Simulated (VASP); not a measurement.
Here is a VASP 6.6.1 calculation.

INCAR

```
SYSTEM = NaI
PREC = Accurate
ENCUT = 520
EDIFF = 1E-7
ISMEAR = -1
SIGMA = 0.02
LREAL = .False.
LASPH = .True.
NELM = 60
ALGO = Normal
ISIF = 2
LWAVE = .False.
LCHARG = .False.
GGA = PE
NBANDS = 14
```

Contents of KPOINTS:

```
Automatic mesh
0
Gamma
  6 6 6
  0 0 0
```

File POSCAR:

```
NaI
1.0
    0.0000000000      3.5254757074      3.5431916657
    3.5254757074      0.0000000000      3.5431916657
    3.5254757074      3.5254757074      0.0000000000
Na I
1 1
Direct
    0.0000000000      0.0000000000      0.0000000000
    0.2500000000      0.2500000000      0.2500000000
```

Potentials or basis: VASP PAW PBE potentials, release 64 (Na_pv, I).

Launch:

```bash
$ cat potpaw_PBE.64/Na_pv/POTCAR potpaw_PBE.64/I/POTCAR > POTCAR
$ mpirun -np 1 vasp_std > vasp.out
```

(1) Predict the band gap on the k mesh.

(2) Predict the pressure.

Results:

(1) 3.84 eV.

(2) 0.5 GPa.

Caveat: the cell differs from its parent crystal (biaxial xy strain -0.5%); spin-orbit coupling is left out, which moves the levels of the heavy elements.
